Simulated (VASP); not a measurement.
Write the native input for VASP 6.6.1 that does the following.

* Task: single point
* Functional: PBE
* Potentials or basis: VASP PAW PBE potentials, release 64 (Tl_d, As)
* Cutoff: 520 eV
* k mesh: 3 × 3 × 3
* Occupations: gaussian, width 0.1 eV
* Spin: no spin polarisation
* Dipole correction: no
* Further INCAR settings: ALGO = Fast; EDIFF = 1e-06; NBANDS = 60

The structure of Tl3As2 lies in POSCAR:

```
Tl3As2
1.0
    3.7961546296      2.1917108972      6.2785712484
   -3.7961546296      2.1917108972      6.2785712484
    0.0000000000     -4.3834217946      6.2785712483
Tl As
6 4
Direct
    0.0412066014      0.4587933986      0.7500000000
    0.7500000000      0.0412066014      0.4587933986
    0.4587933986      0.7500000000      0.0412066014
    0.9587933986      0.5412066014      0.2500000000
    0.2500000000      0.9587933986      0.5412066014
    0.5412066014      0.2500000000      0.9587933986
    0.8605087296      0.8605087296      0.8605087296
    0.6394912704      0.6394912704      0.6394912704
    0.1394912704      0.1394912704      0.1394912704
    0.3605087296      0.3605087296      0.3605087296
```

These files were run (other wordings do the same):

INCAR

```
ALGO = Fast ; EDIFF = 1E-6
ENCUT = 520 ; GGA = PE
ISIF = 2 ; ISMEAR = 0
LASPH = T ; LCHARG = F
LREAL = F ; LWAVE = F
NBANDS = 60 ; NELM = 80
PREC = Accurate ; SIGMA = 0.1
```

KPOINTS

```
k-points
0
Gamma
  3 3 3
```

Potentials or basis: VASP PAW PBE potentials, release 64 (Tl_d, As).

Command:

```sh
$ cat potpaw_PBE.64/Tl_d/POTCAR potpaw_PBE.64/As/POTCAR > POTCAR
$ mpirun -np 1 vasp_std > vasp.out
```

Results of the run:

```json
{
 "Pressure": "0.1 GPa",
 "Band gap on the k mesh": "zero (bands 49 and 50 overlap by 0.24 eV)"
}
```

Caveat: spin-orbit coupling is left out, which moves the levels of the heavy elements.

Run time: 6.2 min on 1 thread of Intel Xeon 8259CL (shared host), peak memory 0.53 GiB.
